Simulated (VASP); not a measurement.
## V: single point with PBEsol

The system is V.

```xyz
2
Lattice="2.6043 0.0000 0.0000 -1.3021 2.2554 0.0000 0.0000 0.0000 4.7233" Properties=species:S:1:pos:R:3 pbc="T T T"
V     0.0087    1.5067    1.1727
V     1.2929    0.7562    3.5062
```

| Property | Result |
| --- | --- |
| Program | VASP 6.6.1 |
| Task | single point |
| Functional | PBEsol |
| Potentials or basis | VASP PAW PBE potentials, release 64 (V_sv) |
| Cutoff | 520 eV |
| k mesh | 10 × 10 × 5 |
| Occupations | methfessel-paxton, width 0.05 eV |
| Spin | collinear spin, ferromagnetic start |
| Starting moments | [2.0, 2.0] μB |
| Dipole correction | no |
| Further INCAR settings | ALGO = Fast; EDIFF = 1e-06; NBANDS = 24 |

- Pressure: -7.0 GPa
- Largest force: 0.269 eV/Å
- Band gap on the k mesh: zero (filled and empty bands overlap)
- Net moment: 0.00 μB per cell
- Valence electrons inside the program's atomic spheres: V 11.63

Forces on the atoms (eV/Å):
```
V    0.020  0.008 -0.268
V   -0.020 -0.008  0.268
```

Stress tensor (GPa, compression positive):
```
-7.26 -0.43 -0.06
-0.43 -7.26  0.01
-0.06  0.01 -6.42
```

Levels at points of the mesh, in eV from the Fermi level:
Spin up:
| k point | band 10 | band 11 | band 12 | band 13 | band 14 | band 15 | band 16 | band 17 |
| --- | --- | --- | --- | --- | --- | --- | --- | --- |
| (0.00, 0.00, 0.00) | -3.43 | -0.57 | -0.20 | 0.33 | 0.34 | 0.64 | 0.65 | 1.82 |
| (0.50, 0.00, 0.00) | -2.86 | -2.72 | -0.31 | -0.15 | 0.33 | 0.62 | 2.97 | 3.53 |
| (0.00, 0.50, 0.00) | -2.85 | -2.70 | -0.35 | -0.16 | 0.32 | 0.62 | 2.97 | 3.53 |
| (0.50, 0.50, 0.00) | -2.83 | -2.66 | -0.41 | -0.18 | 0.32 | 0.63 | 2.96 | 3.52 |
Spin down:
```csv
k point,band 9,band 10,band 11,band 12,band 13,band 14,band 15,band 16,band 17,band 18
"(0.00, 0.00, 0.00)",-6.85,-3.43,-0.57,-0.20,0.33,0.34,0.64,0.65,1.82,1.86
"(0.50, 0.00, 0.00)",-2.93,-2.86,-2.72,-0.31,-0.15,0.33,0.62,2.97,3.53,3.64
"(0.00, 0.50, 0.00)",-2.93,-2.85,-2.70,-0.35,-0.16,0.32,0.62,2.97,3.53,3.64
"(0.50, 0.50, 0.00)",-2.93,-2.83,-2.66,-0.41,-0.18,0.32,0.63,2.96,3.52,3.64
```

It took 2.4 min on 1 thread of Intel(R) Xeon(R) 6975P-C (Granite Rapids), with other jobs on the host, peak memory 0.32 GiB.

Caveat: the PAW data sets were made with another functional, which shifts forces and pressure a little.
